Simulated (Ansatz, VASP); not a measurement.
## VH: VASP beside Ansatz

INCAR

```
PREC = Accurate ; ENCUT = 520
EDIFF = 1E-6 ; ISMEAR = -1
SIGMA = 0.1 ; LREAL = False
LASPH = True ; NELM = 150
ALGO = Normal ; ISIF = 2
LWAVE = False ; LCHARG = False
ISPIN = 2 ; MAGMOM = 1.5 0
LORBIT = 11 ; LMAXMIX = 4
GGA = PS ; NBANDS = 18
```

KPOINTS

```
regular mesh
0
Gamma
  13 13 13
```

POSCAR

```
VH
1.0
    0.0000000000      1.9767593724      1.9767593724
    1.9767593724      0.0000000000      1.9767593724
    1.9767593724      1.9767593724      0.0000000000
V H
1 1
Direct
    0.0000000000      0.0000000000      0.0000000000
    0.5000000000      0.5000000000      0.5000000000
```

Input for Ansatz:

```yaml
crystal:
  lattice:
    - [0.0, 1.9767593723895103, 1.9767593723895103]
    - [1.9767593723895103, 0.0, 1.9767593723895103]
    - [1.9767593723895103, 1.9767593723895103, 0.0]
  atoms:
    - { symbol: V, position: [0.0, 0.0, 0.0], spin: 1.5 }
    - { symbol: H, position: [0.5, 0.5, 0.5] }
kpoints:
  mp_grid:
    grid: [13, 13, 13]
hamiltonian:
  xc: pbesol
  pseudopotentials:
    kind: all_electron
    lapw:
      basis_error: 0.001
magnetization:
  spin_polarized: true
scf:
  convergence:
    dr2_threshold: 1.0e-08
  occupations:
    method: fermi_dirac
```

Alike in both runs: task single point; functional PBEsol; k mesh 13 × 13 × 13; collinear spin.

```csv
,VASP,Ansatz
version,VASP 6.6.1,Ansatz 0.2.0
potentials or method,"VASP PAW PBE potentials, release 64 (V_sv, H), cutoff 520 eV",all-electron (LAPW or listed datasets)
occupations,"fermi-dirac, width 0.1 eV",fermi-dirac
```

```tsv
	VASP	Ansatz	Ansatz less VASP
net moment per atom (μB)	0.00	0.00	0.000
```

VASP's potentials were made for PBE, not for PBEsol. Ansatz ran all-electron here, and VASP with PAW potentials. Ansatz's warnings: seeded moment not kept.
